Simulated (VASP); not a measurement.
# Bi (Im-3m) in VASP: settings compared, part 2 of 2

VASP 6.6.1. Earlier steps stand in the parts before.

## Step 3: Single point, PBEsol+D4

This run uses another cell than the first one, of 29.17 Å³/atom, 0.971 times its volume.

Contents of INCAR:

```
SYSTEM = Bi
PREC     = Accurate       ! precision mode
ENCUT    = 520            ! plane-wave cutoff, eV
EDIFF    = 1E-7           ! SCF threshold, eV
ISMEAR   = -1             ! smearing method
SIGMA    = 0.05           ! smearing width, eV
LREAL    = .FALSE.        ! projectors in reciprocal space
LASPH    = .TRUE.         ! aspherical terms in the spheres
NELM     = 80             ! most SCF steps
ALGO     = Fast           ! electronic algorithm
ISIF     = 2              ! what is computed and relaxed
LWAVE    = .FALSE.        ! write WAVECAR
LCHARG   = .FALSE.        ! write CHGCAR
GGA      = PS             ! functional
IVDW     = 13             ! dispersion correction
NBANDS   = 14             ! bands
```

Contents of KPOINTS:

```
regular mesh
0
G
  9 9 9
  0 0 0
```

Contents of POSCAR:

```
Bi
1.0
   -1.9392432287      1.9392432287      1.9392432287
    1.9392432287     -1.9392432287      1.9392432287
    1.9392432287      1.9392432287     -1.9392432287
Bi
1
Direct
    0.0000000000      0.0000000000      0.0000000000
```

Potentials or basis: VASP PAW PBE potentials, release 64 (Bi_d).

The run is started by

```
cat potpaw_PBE.64/Bi_d/POTCAR > POTCAR
mpirun -np 1 vasp_std > vasp.out
```

Run time: 42 s. Hardware: 1 thread of Intel Xeon 8259CL, shared host; peak memory 0.16 GiB.

It converged, with:

```yaml
Free_energy: -4.5686 eV
Pressure: -0.1 GPa
Dispersion_energy_per_atom: -0.340 eV
```

Levels at points of the mesh, in eV from the Fermi level:
```tsv
k point	band 3	band 4	band 5	band 6	band 7	band 8	band 9	band 10	band 11	band 12
(0.00, 0.00, 0.00)	-23.11	-22.95	-22.95	-14.11	5.49	5.49	5.49	9.86	10.38	10.38
```

Caveat: the PAW data sets were made with another functional, which shifts forces and pressure a little; spin-orbit coupling is left out, which moves the levels of the heavy elements; pairwise dispersion overbinds metals, which lowers pressure and volume.

## Step 4: Single point, PBEsol

Contents of INCAR:

```
PREC = Accurate
ENCUT = 520
EDIFF = 1E-7
ISMEAR = -1
SIGMA = 0.05
LREAL = F
LASPH = T
NELM = 100
ALGO = Normal
ISIF = 2
LWAVE = F
LCHARG = T
GGA = PS
LELF = T
LVHAR = T
NBANDS = 14
```

Contents of KPOINTS:

```
Automatic mesh
0
Gamma
  9 9 9
```

Contents of POSCAR:

```
Bi
1.0
   -1.9585853089      1.9585853089      1.9585853089
    1.9585853089     -1.9585853089      1.9585853089
    1.9585853089      1.9585853089     -1.9585853089
Bi
1
Direct
    0.0000000000      0.0000000000      0.0000000000
```

The run is started by

```
cat potpaw_PBE.64/Bi_d/POTCAR > POTCAR
mpirun -np 1 vasp_std > vasp.out
```

Run time: 26 s. Hardware: 1 thread of Intel Xeon 8259CL, shared host; peak memory 0.16 GiB.

The run converged. Its results:

| Quantity | Value |
| --- | --- |
| Free energy | -4.2339 eV |
| Pressure | -0.1 GPa |

Levels at points of the mesh, in eV from the Fermi level:
```tsv
k point	band 5	band 6	band 7	band 8	band 9	band 10
(0.00, 0.00, 0.00)	-22.90	-13.85	5.31	5.31	5.31	9.49
```

Caveat: the PAW data sets were made with another functional, which shifts forces and pressure a little; spin-orbit coupling is left out, which moves the levels of the heavy elements.

## Step 5: Single point, PBEsol

This run uses another cell than the first one, of 29.10 Å³/atom, 0.968 times its volume.

Contents of INCAR:

```
PREC = Accurate
ENCUT = 520
EDIFF = 1E-7
ISMEAR = -1
SIGMA = 0.05
LREAL = False
LASPH = True
NELM = 100
ALGO = Fast
ISIF = 2
LWAVE = False
LCHARG = False
GGA = PS
NBANDS = 14
```

Contents of KPOINTS:

```
regular mesh
0
Gamma
  9 9 9
```

Contents of POSCAR:

```
Bi
1.0
   -1.9377162257      1.9377162257      1.9377162257
    1.9377162257     -1.9377162257      1.9377162257
    1.9377162257      1.9377162257     -1.9377162257
Bi
1
Direct
    0.0000000000      0.0000000000      0.0000000000
```

The run is started by

```
cat potpaw_PBE.64/Bi_d/POTCAR > POTCAR
mpirun -np 1 vasp_std > vasp.out
```

Run time: 39 s. Hardware: 1 thread of Intel Xeon 8259CL, shared host; peak memory 0.15 GiB.

Results (log left out):

```yaml
Free_energy: -4.2280 eV
Pressure: 1.9 GPa
```

Levels at points of the mesh, in eV from the Fermi level:
```
           k point  band 3  band 4  band 5  band 6  band 7  band 8  band 9  band 10  band 11  band 12
(0.00, 0.00, 0.00)  -23.12  -22.96  -22.96  -14.13    5.51    5.51    5.51     9.89    10.37    10.37
```

Caveat: the PAW data sets were made with another functional, which shifts forces and pressure a little; spin-orbit coupling is left out, which moves the levels of the heavy elements.

## Step 6: Single point, PBEsol+D3(BJ)

This run uses another cell than the first one, of 31.12 Å³/atom, 1.035 times its volume.

Contents of INCAR:

```
ALGO = Normal
EDIFF = 1E-6
ENCUT = 520
GGA = PS
ISIF = 2
ISMEAR = -1
IVDW = 12
LASPH = True
LCHARG = False
LREAL = False
LWAVE = False
NBANDS = 14
NELM = 100
PREC = Accurate
SIGMA = 0.05
```

Contents of KPOINTS:

```
k-points
0
Gamma
  9 9 9
```

Contents of POSCAR:

```
Bi
1.0
   -1.9814305318      1.9814305318      1.9814305318
    1.9814305318     -1.9814305318      1.9814305318
    1.9814305318      1.9814305318     -1.9814305318
Bi
1
Direct
    0.0000000000      0.0000000000      0.0000000000
```

Potentials or basis: VASP PAW PBE potentials, release 64 (Bi_d).

The run is started by

```
cat potpaw_PBE.64/Bi_d/POTCAR > POTCAR
mpirun -np 1 vasp_std > vasp.out
```

OUTCAR:

```text
EDIFF = 1E-6
   ENCUT = 520
   GGA = PS
   ISIF = 2
   ISMEAR = -1
   IVDW = 12
   LASPH = True
   LREAL = False
   NELM = 100
   PREC = Accurate
 IVDW          = 12

 ion  position               nearest neighbor table
   1  0.000  0.000  0.000-

  LATTYP: Found a body centered cubic cell.
 ALAT       =     3.9628610636

  Lattice vectors:

 A1 = (  -1.9814305318,   1.9814305318,   1.9814305318)
 A2 = (   1.9814305318,  -1.9814305318,   1.9814305318)
[... 587 lines left out ...]
     14      25.4749      0.00000

 [... further k-points ...]

------------------------ aborting loop because EDIFF is reached ----------------------------------------

 Edisp (eV)   -0.52323

 E8    (eV) :    -0.3742

  FORCE on cell =-STRESS in cart. coord.  units (eV):
  Direction    XX          YY          ZZ          XY          YZ          ZX
  --------------------------------------------------------------------------------------
  -------------------------------------------------------------------------------------
  Total      -0.94361    -0.94361    -0.94361     0.00000    -0.00000     0.00000
  in kB     -48.58555   -48.58555   -48.58555     0.00000    -0.00000     0.00000
  external pressure =      -48.59 kB  Pullay stress =        0.00 kB

 VOLUME and BASIS-vectors are now :
 -----------------------------------------------------------------------------
  energy-cutoff  :      520.00
  volume of cell :       31.12
      direct lattice vectors                 reciprocal lattice vectors
    -1.981430532  1.981430532  1.981430532     0.000000000  0.252342937  0.252342937
     1.981430532 -1.981430532  1.981430532     0.252342937  0.000000000  0.252342937
     1.981430532  1.981430532 -1.981430532     0.252342937  0.252342937  0.000000000

 POSITION                                       TOTAL-FORCE (eV/Angst)
 -----------------------------------------------------------------------------------
      0.00000      0.00000      0.00000         0.000000      0.000000      0.000000
 -----------------------------------------------------------------------------------
    total drift:                               -0.000000     -0.000000     -0.000000

  FREE ENERGIE OF THE ION-ELECTRON SYSTEM (eV)
  ---------------------------------------------------
  free  energy   TOTEN  =        -4.7503934780 eV

  energy  without entropy=       -4.7462263645  energy(sigma->0) =       -4.74830992
```

stdout:

```text
POSCAR found type information on POSCAR Bi
 POSCAR found :  1 types and       1 ions
 scaLAPACK will be used
 -----------------------------------------------------------------------------
|                                                                             |
|                                                                             |
|     You enforced a specific xc type in the INCAR file but a different       |
|     I HOPE YOU KNOW WHAT YOU ARE DOING!                                     |
|                                                                             |
 -----------------------------------------------------------------------------

 LDA part: xc-table for (Slater+PW92), standard interpolation
 POSCAR, INCAR and KPOINTS ok, starting setup
 FFT: planning ... GRIDC
 FFT: planning ... GRID_SOFT
 FFT: planning ... GRID
 WAVECAR not read
 entering main loop
```

It took 27 s on 1 thread of Intel Xeon 8259CL, shared host; peak memory 0.17 GiB.

Results:

- Free energy: -4.7504 eV
- Pressure: -4.9 GPa
- Dispersion energy per atom: -0.523 eV

Caveat: three body term missing; the PAW data sets were made with another functional, which shifts forces and pressure a little; spin-orbit coupling is left out, which moves the levels of the heavy elements; pairwise dispersion overbinds metals, which lowers pressure and volume.

## Step 7: Summary

| level | cell | gap on the mesh (eV) | pressure (GPa) |
| --- | --- | --- | --- |
| PBEsol | a = 3.392 Å, angles 109.5°, 1 atom | none | -0.1 |
| PBEsol+D4 | a = 3.359 Å, angles 109.5°, 1 atom | none | -0.1 |
| PBEsol | a = 3.356 Å, angles 109.5°, 1 atom | none | 1.9 |
| PBEsol+D3(BJ) | a = 3.432 Å, angles 109.5°, 1 atom | none | -4.9 |

Alike in all rows: task single point; potentials or basis VASP PAW PBE potentials, release 64 (Bi_d); no spin polarisation; k mesh 9 × 9 × 9; cutoff (eV) 520; smearing fermi-dirac 0.05 eV.

Caveats: the PAW data sets were made with another functional, which shifts forces and pressure a little; spin-orbit coupling is left out, which moves the levels of the heavy elements; pairwise dispersion overbinds metals, which lowers pressure and volume (some runs); three body term missing (some runs).

Absolute energies hang on the potentials; compare differences alone.
